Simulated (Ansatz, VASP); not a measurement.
One calculation of HfO2, two programs

```
Hf O
1.0
     0.00000    2.52918    2.52918
     2.52918    0.00000    2.52918
     2.52918    2.52918    0.00000
Hf O
1 2
Direct
  0.00000 0.00000 0.00000
  0.25000 0.25000 0.25000
  0.75000 0.75000 0.75000
```

Alike in both runs: task single point; functional PBE; k mesh 6 × 6 × 6; occupations gaussian, width 0.2 eV; no spin polarisation.

```csv
,VASP,Ansatz
version,VASP 6.6.1,Ansatz 0.2.0
potentials or method,"VASP PAW PBE potentials, release 64 (Hf_pv, O)",plane waves
plane-wave cutoff (eV),600,420
valence electrons in the cell,22,38
```

|  | VASP | Ansatz | Ansatz less VASP |
| --- | --- | --- | --- |
| gap on the k mesh at the Fermi level (eV) | 3.82 | 3.80 | -0.019 |
| pressure (GPa) | 1.9 | 6.0 | +4.10 |

One of these differences is far larger than is usual between the two programs; its cause wasn't traced. The functional is the same, so the differences come from potentials, cutoffs and numerics. VASP's potentials hold 22 valence electrons a cell and Ansatz's 38, so a difference there can come from the potentials and not from the codes.

Neither program's run includes spin-orbit coupling.
